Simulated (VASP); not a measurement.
Input of a VASP 6.6.1 run:

File INCAR:

```
SYSTEM = ZnS
PREC = Accurate ; ENCUT = 520
EDIFF = 1E-6 ; ISMEAR = 0
SIGMA = 0.02 ; LREAL = .False.
LASPH = .True. ; NELM = 60
ALGO = Normal ; ISIF = 2
LWAVE = .False. ; LCHARG = .True.
GGA = PS ; LELF = .True.
LVHAR = .True. ; NBANDS = 16
```

Contents of KPOINTS:

```
regular mesh
0
Gamma
  8 8 8
  0 0 0
```

Contents of POSCAR:

```
ZnS
1.0
    0.0000000000      2.6780746436      2.6780746436
    2.6780746436      0.0000000000      2.6780746436
    2.6780746436      2.6780746436      0.0000000000
Zn S
1 1
Direct
    0.0000000000      0.0000000000      0.0000000000
    0.2500000000      0.2500000000      0.2500000000
```

Potentials or basis: VASP PAW PBE potentials, release 64 (Zn, S).

Command:

```bash
$ cat potpaw_PBE.64/Zn/POTCAR potpaw_PBE.64/S/POTCAR > POTCAR
$ mpirun -np 1 vasp_std > vasp.out
```

Task: Estimate the pressure.

Result: 0.2 GPa.

Task: What does it give for the band gap on the k mesh?

Result: 2.09 eV.

Caveat: the PAW data sets were made with another functional, which shifts forces and pressure a little.
